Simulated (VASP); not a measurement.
**TaSi2: single point with PBE**

The system is TaSi2.

```
Ta Si
1.0
     4.80510    0.00000    0.00000
    -2.40255    4.16134    0.00000
     0.00000    0.00000    6.59887
Ta Si
3 6
Cartesian
  2.4026 0.0250 3.2994
  1.2013 2.1057 5.4991
  -1.2013 2.1057 1.0998
  0.0000 1.3226 3.2994
  3.6597 0.6613 5.4991
  1.2571 3.5000 1.0998
  2.4026 2.8387 3.2994
  -1.2571 3.5000 5.4991
  1.1454 0.6613 1.0998
```

This cell differs from its parent crystal: all Ta atoms moved +0.025 Å, as atom 1 along Cartesian [0 1 0].

```json
{"Program": "VASP 6.6.1", "Task": "single point", "Functional": "PBE", "Potentials or basis": "VASP PAW PBE potentials, release 64 (Ta_pv, Si)", "Cutoff": "520 eV", "k mesh": "9 × 9 × 6", "Occupations": "gaussian, width 0.15 eV", "Spin": "no spin polarisation"}
```

The pressure is 0.2 GPa. The largest force is 0.307 eV/Å and the band gap on the k mesh is zero (an odd number of electrons rules out a gap without spin polarisation).

Forces on the atoms (eV/Å):
```
Ta   0.000 -0.233  0.000
Ta  -0.041 -0.304 -0.002
Ta   0.041 -0.304  0.002
Si   0.000  0.114  0.000
Si   0.021  0.162  0.086
Si  -0.031  0.149  0.090
Si   0.000  0.106  0.000
Si   0.031  0.149 -0.090
Si  -0.021  0.162 -0.086
```

Levels at points of the mesh, in eV from the Fermi level:
| k point | band 25 | band 26 | band 27 | band 28 | band 29 | band 30 | band 31 | band 32 | band 33 | band 34 |
| --- | --- | --- | --- | --- | --- | --- | --- | --- | --- | --- |
| (0.00, 0.00, 0.00) | -2.48 | -2.44 | -2.16 | -2.16 | -1.49 | 0.73 | 2.93 | 2.93 | 3.33 | 3.49 |
| (0.00, 0.00, 0.50) | -2.20 | -2.04 | -1.79 | -1.79 | 1.12 | 1.12 | 2.53 | 2.53 | 3.36 | 3.45 |

It took 15 min on 1 thread of Oxide Virtual Turin-like Processor, with other jobs on the host, peak memory 0.58 GiB.

Caveat: the cell differs from its parent crystal (all Ta atoms moved +0.025 Å, as atom 1 along Cartesian [0 1 0]); spin-orbit coupling is left out, which moves the levels of the heavy elements; an odd number of electrons without spin polarisation forces a metal; a magnetic or distorted state may lie lower.
